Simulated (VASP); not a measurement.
# H (P-6m2) in VASP: single point with PBE

Aim: the single point of H with PBE.

Program: VASP 6.6.1. These are calculated values, not measurements. Logs are shortened: lines on timing, memory, paths and dates and some standing lists are left out, and cuts for length are marked.

## 1. The cell of the first run

It takes space group P-6m2 (No. 187, hexagonal). The conventional cell has a = 3.668 Å, b = 3.668 Å, c = 4.972 Å, α = 90.00°, β = 90.00°, γ = 120.00°. H (site symmetry 3m) has 1 H at 1.00 Å within 1.3 Å. H (site symmetry 3m) has 1 H at 0.65 Å within 0.9 Å.

## 2. Single point, PBE (strained and its atoms moved)

Input file INCAR:

```
ALGO = Normal
EDIFF = 1E-7
ENCUT = 520
GGA = PE
ISIF = 2
ISMEAR = 0
LASPH = T
LCHARG = F
LREAL = F
LWAVE = F
NBANDS = 10
NELM = 100
PREC = Accurate
SIGMA = 0.02
```

Input file KPOINTS:

```
k-points
0
Gamma
  9 9 6
```

Input file POSCAR:

```
H
1.0
    3.6680157771      0.0000000000      0.0000000000
   -1.8340078885      3.1765948444      0.0000000000
    0.0000000000      0.0000000000      4.9718700258
H
4
Direct
    0.3333333300      0.6666666700      0.1496086418
    0.6666666700      0.3333333300      0.6843921560
    0.6666666700      0.3333333300      0.8156078440
    0.3333333300      0.6666666700      0.3503913582
```

Potentials or basis: VASP PAW PBE potentials, release 64 (H).

Launch:

```console
$ cat potpaw_PBE.64/H/POTCAR > POTCAR
$ mpirun -np 1 vasp_std > vasp.out
```

OUTCAR:

```text
EDIFF = 1E-7
   ENCUT = 520
   GGA = PE
   ISIF = 2
   ISMEAR = 0
   LASPH = T
   LREAL = F
   NELM = 100
   PREC = Accurate

 ion  position               nearest neighbor table
   1  0.333  0.667  0.150-
   2  0.667  0.333  0.684-   3 0.65
   3  0.667  0.333  0.816-   2 0.65
   4  0.333  0.667  0.350-

  LATTYP: Found a hexagonal cell.
 ALAT       =     3.6680157771
 C/A-ratio  =     1.3554658235

  Lattice vectors:

 A1 = (   3.6680157771,   0.0000000000,   0.0000000000)
 A2 = (  -1.8340078885,   3.1765948444,   0.0000000000)
 A3 = (   0.0000000000,   0.0000000000,   4.9718700258)

Analysis of symmetry for initial positions (statically):
=====================================================================
 Subroutine PRICEL returns:
 Original cell was already a primitive cell.

 Routine SETGRP: Setting up the symmetry group for a
 hexagonal supercell.

 Subroutine GETGRP returns: Found 12 space group operations
 (whereof  6 operations were pure point group operations)
 out of a pool of 24 trial point group operations.

The static configuration has the point symmetry C_3v.
 The point group associated with its full space group is D_3h.

Analysis of symmetry for dynamics (positions and initial velocities):
=====================================================================
 Subroutine PRICEL returns:
 Original cell was already a primitive cell.

 Routine SETGRP: Setting up the symmetry group for a
 hexagonal supercell.

 Subroutine GETGRP returns: Found 12 space group operations
 (whereof  6 operations were pure point group operations)
 out of a pool of 24 trial point group operations.

The dynamic configuration has the point symmetry C_3v.
 The point group associated with its full space group is D_3h.

 Subroutine INISYM returns: Found 12 space group operations
 (whereof  6 operations are pure point group operations),
 and found     1 'primitive' translations

----------------------------------------------------------------------------------------

                                     Primitive cell

  volume of cell :      57.9312

  direct lattice vectors                    reciprocal lattice vectors
     3.668015777  0.000000000  0.000000000     0.272626963  0.157401250  0.000000000
    -1.834007888  3.176594844  0.000000000     0.000000000  0.314802500  0.000000000
     0.000000000  0.000000000  4.971870026     0.000000000  0.000000000  0.201131565

  length of vectors
     3.668015777  3.668015777  4.971870026     0.314802500  0.314802500  0.201131565

  position of ions in fractional coordinates (direct lattice)
     0.333333330  0.666666670  0.149608642
     0.666666670  0.333333330  0.684392156
     0.666666670  0.333333330  0.815607844
     0.333333330  0.666666670  0.350391358

  ion indices of the primitive-cell ions
   primitive index   ion index
                 1           1
                 2           2
                 3           3
                 4           4

----------------------------------------------------------------------------------------

 KPOINTS: k-points

Automatic generation of k-mesh.
 Grid dimensions read from file:
 generate k-points for:    9    9    6

 Generating k-lattice:

  Cartesian coordinates                     Fractional coordinates (reciprocal lattice)
     0.030291885  0.017489028  0.000000000     0.111111111  0.000000000  0.000000000
     0.000000000  0.034978056  0.000000000     0.000000000  0.111111111  0.000000000
     0.000000000  0.000000000  0.033521928     0.000000000  0.000000000  0.166666667

  Length of vectors
     0.034978056  0.034978056  0.033521928

  Shift w.r.t. Gamma in fractional coordinates (k-lattice)
     0.000000000  0.000000000  0.000000000

 Subroutine IBZKPT returns following result:
 ===========================================

 Found     48 irreducible k-points:

 Following reciprocal coordinates:
            Coordinates               Weight
  0.000000  0.000000  0.000000      1.000000
  0.111111  0.000000  0.000000      6.000000
  0.222222 -0.000000  0.000000      6.000000
  0.333333 -0.000000  0.000000      6.000000
  0.444444 -0.000000  0.000000      6.000000
  0.111111  0.111111  0.000000      6.000000
[... 16 lines left out ...]
  0.333333  0.222222  0.166667     24.000000
  0.333333  0.333333  0.166667      4.000000
 [... further k-points ...]
   k-points           NKPTS =     48   k-points in BZ     NKDIM =     48   number of bands    NBANDS=     10
   number of dos      NEDOS =    301   number of ions     NIONS =      4
   total plane-waves  NPLWV =  31360
   dimension x,y,z NGX =    28 NGY =   28 NGZ =   40
   dimension x,y,z NGXF=    56 NGYF=   56 NGZF=   80
   ions per type =               4
   NGX,Y,Z   is equivalent  to a cutoff of  12.69, 12.69, 13.37 a.u.
   NGXF,Y,Z  is equivalent  to a cutoff of  25.38, 25.38, 26.75 a.u.
 SYSTEM =  unknown system
   PREC   = accura    normal or accurate (medium, high low for compatibility)
   ISTART =      0    job   : 0-new  1-cont  2-samecut
   ICHARG =      2    charge: 1-file 2-atom 10-const
   ISPIN  =      1    spin polarized calculation?
   LNONCOLLINEAR =      F non collinear calculations
   LSORBIT =      F    spin-orbit coupling
   LASPH  =      T    aspherical Exc in radial PAW
   ENCUT  =  520.0 eV  38.22 Ry    6.18 a.u.   6.82  6.82  9.24*2*pi/ulx,y,z
   NELM   =    100;   NELMIN=  2; NELMDL= -5     # of ELM steps
   EDIFF  = 0.1E-06   stopping-criterion for ELM
   LREAL  =      F    real-space projection
   EDIFFG = 0.1E-05   stopping-criterion for IOM
   NSW    =      0    number of steps for IOM
   IBRION =     -1    ionic relax: 0-MD 1-quasi-New 2-CG
   NFREE  =      0    steps in history (QN), initial steepest desc. (CG)
   ISIF   =      2    stress and relaxation
   ISYM   =      2    0-nonsym 1-usesym 2-fastsym
   POTIM  = 0.5000    time-step for ionic-motion
   TEBEG  =    0.0;   TEEND  =   0.0 temperature during run
   PSTRESS=    0.0 pullay stress
   NELECT =       4.0000    total number of electrons
   NUPDOWN=      -1.0000    fix difference up-down
   EMIN   =  10.00;   EMAX   =-10.00  energy-range for DOS
   EFERMI =   0.00;   METHOD = LEGACY
   ISMEAR =     0;   SIGMA  =   0.02  broadening in eV -4-tet -1-fermi 0-gaus
   EFERMI_NEDOS =   21; number of points for ismear=-14 and -15
   IALGO  =     38    algorithm
   IMIX   =      4    mixing-type and parameters
     AMIX     =   0.40;   BMIX     =  1.00
     AMIX_MAG =   1.60;   BMIX_MAG =  1.00
  volume/ion in A,a.u.               =      14.48        97.73
  Fermi-wavevector in a.u.,A,eV,Ry     =   0.671620  1.269179  6.137234  0.451074
  Thomas-Fermi vector in A             =   1.747495
   LORBIT       =      0    0 simple, 1 ext, 2 COOP (PROOUT), +10 PAW based schemes
   GGA     = PE    functional components
   LHFCALC =     F    Hartree Fock is set to
   AEXX    =    0.0000 exact exchange contribution
   IVDW    =     0    specifies the selected vdW correction
   LEPSILON=     F    determine dielectric tensor
   LRPA    =     F    only Hartree local field effects (RPA)
 non-spin polarized calculation
 Gauss-broadening in eV      SIGMA  =   0.02
  energy-cutoff  :      520.00
  volume of cell :       57.93
 maximum number of plane-waves:      1584
 NGX is ok and might be reduce to    28
   NGX = 13   NGY = 13   NGZ = 19

 number of electron       3.9999999 magnetization

 Free energy of the ion-electron system (eV)
  ---------------------------------------------------
  ext. energy  EPLUGINS =         0.00000000
  ---------------------------------------------------
  free energy    TOTEN  =       -12.70475917 eV

  energy without entropy =      -12.70475917  energy(sigma->0) =      -12.70475917

 E-fermi :  -7.8057     XC(G=0):  -4.8987

 val. band max:       -7.9352432639   @ k =   0.3333   0.3333   0.5000
 cond. band min:      -0.3453564510   @ k =   0.0000   0.0000   0.0000
 fundamental gap:      7.5898868129
 Fermi energy:        -7.8057252879

 k-point     1 :       0.0000    0.0000    0.0000
  band No.  band energies     occupation
      1     -10.4610      2.00000
      2      -8.0886      2.00000
      3      -0.3454      0.00000
      4       4.1022      0.00000
      5       6.6350      0.00000
      6       7.5538      0.00000
      7       9.2489      0.00000
      8       9.2489      0.00000
      9      10.7587      0.00000
     10      10.7587      0.00000

 k-point     2 :       0.1111    0.0000    0.0000
  band No.  band energies     occupation
      1     -10.3922      2.00000
      2      -8.0747      2.00000
      3      -0.2028      0.00000
      4       3.8254      0.00000
      5       5.9510      0.00000
      6       7.2833      0.00000
      7       8.4915      0.00000
      8       9.1604      0.00000
      9      11.5925      0.00000
     10      11.6465      0.00000

 k-point     3 :       0.2222   -0.0000    0.0000
  band No.  band energies     occupation
      1     -10.2074      2.00000
      2      -8.0443      2.00000
      3       0.2094      0.00000
      4       3.0982      0.00000
      5       4.9348      0.00000
      6       6.5396      0.00000
      7       7.5400      0.00000
      8       8.8246      0.00000
      9      11.5859      0.00000
     10      12.1868      0.00000
[... 248 lines left out ...]
 k-point    23 :       0.3333    0.2222    0.1667
  band No.  band energies     occupation
      1      -9.7260      2.00000
      2      -7.9966      2.00000
      3       1.1267      0.00000
      4       2.0518      0.00000
      5       3.3358      0.00000
      6       5.0300      0.00000
      7       6.0727      0.00000
      8       6.5892      0.00000
      9      10.5902      0.00000
     10      12.0874      0.00000

 k-point    24 :       0.3333    0.3333    0.1667
  band No.  band energies     occupation
      1      -9.6857      2.00000
      2      -7.9832      2.00000
      3       1.3344      0.00000
      4       2.0373      0.00000
      5       2.9956      0.00000
      6       5.0862      0.00000
      7       5.8724      0.00000
      8       6.0398      0.00000
      9      10.1710      0.00000
     10      13.7470      0.00000

 [... further k-points ...]

------------------------ aborting loop because EDIFF is reached ----------------------------------------

  FORCE on cell =-STRESS in cart. coord.  units (eV):
  Direction    XX          YY          ZZ          XY          YZ          ZX
  --------------------------------------------------------------------------------------
  -------------------------------------------------------------------------------------
  Total        0.0059668      0.0059668     -1.0989134      0.0000000      0.0000000      0.0000000
  in kB        0.1650198      0.1650198    -30.3921383      0.0000000      0.0000000      0.0000000
  external PRESSURE =     -10.0206996 kB  Pullay stress =       0.0000000 kB

 VOLUME and BASIS-vectors are now :
 -----------------------------------------------------------------------------
  energy-cutoff  :      520.00
  volume of cell :       57.93
      direct lattice vectors                 reciprocal lattice vectors
     3.668015777  0.000000000  0.000000000     0.272626963  0.157401250  0.000000000
    -1.834007888  3.176594844  0.000000000     0.000000000  0.314802500  0.000000000
     0.000000000  0.000000000  4.971870026     0.000000000  0.000000000  0.201131565

 POSITION                                       TOTAL-FORCE (eV/Angst)
 -----------------------------------------------------------------------------------
     -0.00000      2.11773      0.74383        -0.000000      0.000000      4.219188
      1.83401      1.05886      3.40271         0.000000     -0.000000     -4.750237
      1.83401      1.05886      4.05510         0.000000     -0.000000      4.750237
     -0.00000      2.11773      1.74210        -0.000000      0.000000     -4.219188
 -----------------------------------------------------------------------------------
    total drift:                               -0.000001      0.000001      0.000000

  FREE ENERGIE OF THE ION-ELECTRON SYSTEM (eV)
  ---------------------------------------------------
  free  energy   TOTEN  =       -12.7047591693 eV

  energy  without entropy=      -12.7047591693  energy(sigma->0) =      -12.70475917
```

Run time: 12 s. Hardware: 1 thread of Intel Xeon Platinum 8488C (Sapphire Rapids), shared host; peak memory 0.17 GiB.

What came out:

| Property | Result |
| --- | --- |
| Free energy | -12.7048 eV |
| Pressure | -1.0 GPa |
| Largest force | 4.750 eV/Å |
| Band gap on the k mesh | 7.59 eV (least direct gap 7.74 eV) |

Forces in eV/Å, atoms in the order of the input:
```
H    0.000  0.000  4.219
H    0.000  0.000 -4.750
H    0.000  0.000  4.750
H    0.000  0.000 -4.219
```

Caveat: the cell differs from its parent crystal (strained and its atoms moved); an odd mesh through Γ misses points on the zone boundary, where band edges can lie; forces of over 1 eV/Å act on the atoms, so gaps and moduli don't describe the material at rest.
